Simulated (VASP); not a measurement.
Wanted: the native input for a VASP 6.6.1 run.

- Task: single point
- Functional: PBEsol
- Potentials or basis: VASP PAW PBE potentials, release 64 (Al, Ni)
- Cutoff: 520 eV
- k mesh: 14 × 14 × 14
- Occupations: gaussian, width 0.1 eV
- Spin: collinear spin, ferromagnetic start
- Starting moments: [0.0, 0.28, 0.28, 0.28] μB
- Dipole correction: no
- Further INCAR settings: ALGO = Normal; EDIFF = 1e-07; NBANDS = 28

The structure of AlNi3 lies in POSCAR:

```
AlNi3
1.0
    3.5190923090      0.0000000000      0.0000000000
    0.0000000000      3.5190923090      0.0000000000
    0.0000000000      0.0000000000      3.5190923090
Al Ni
1 3
Direct
    0.0000000000      0.0000000000      0.0000000000
    0.0000000000      0.5000000000      0.5000000000
    0.5000000000      0.0000000000      0.5000000000
    0.5000000000      0.5000000000      0.0000000000
```

The input as run:

INCAR

```
SYSTEM = AlNi3
PREC     = Accurate       ! precision mode
ENCUT    = 520            ! plane-wave cutoff, eV
EDIFF    = 1E-7           ! SCF threshold, eV
ISMEAR   = 0              ! smearing method
SIGMA    = 0.1            ! smearing width, eV
LREAL    = .FALSE.        ! projectors in reciprocal space
LASPH    = .TRUE.         ! aspherical terms in the spheres
NELM     = 150            ! most SCF steps
ALGO     = Normal         ! electronic algorithm
ISIF     = 2              ! what is computed and relaxed
LWAVE    = .FALSE.        ! write WAVECAR
LCHARG   = .FALSE.        ! write CHGCAR
ISPIN    = 2              ! spin polarisation
MAGMOM   = 0 0.28 0.28 0.28 ! initial moments
LORBIT   = 11             ! projections on sites
LMAXMIX  = 4              ! l up to which the mixer works
GGA      = PS             ! functional
NBANDS   = 28             ! bands
```

KPOINTS

```
Automatic mesh
0
G
  14 14 14
  0 0 0
```

Potentials or basis: VASP PAW PBE potentials, release 64 (Al, Ni).

The run is started by

```sh
$ cat potpaw_PBE.64/Al/POTCAR potpaw_PBE.64/Ni/POTCAR > POTCAR
$ mpirun -np 1 vasp_std > vasp.out
```

Results of the run:

The pressure is 0.1 GPa and the net moment is 0.67 μB per cell. The site moments are Al -0.01; Ni +0.23 μB and the valence electrons inside the program's atomic spheres are Al 0.81; Ni 9.46.

Caveat: the PAW data sets were made with another functional, which shifts forces and pressure a little.

It took 3.1 min on 1 thread of Intel(R) Xeon(R) Platinum 8488C (Sapphire Rapids), with other jobs on the host, peak memory 0.32 GiB.
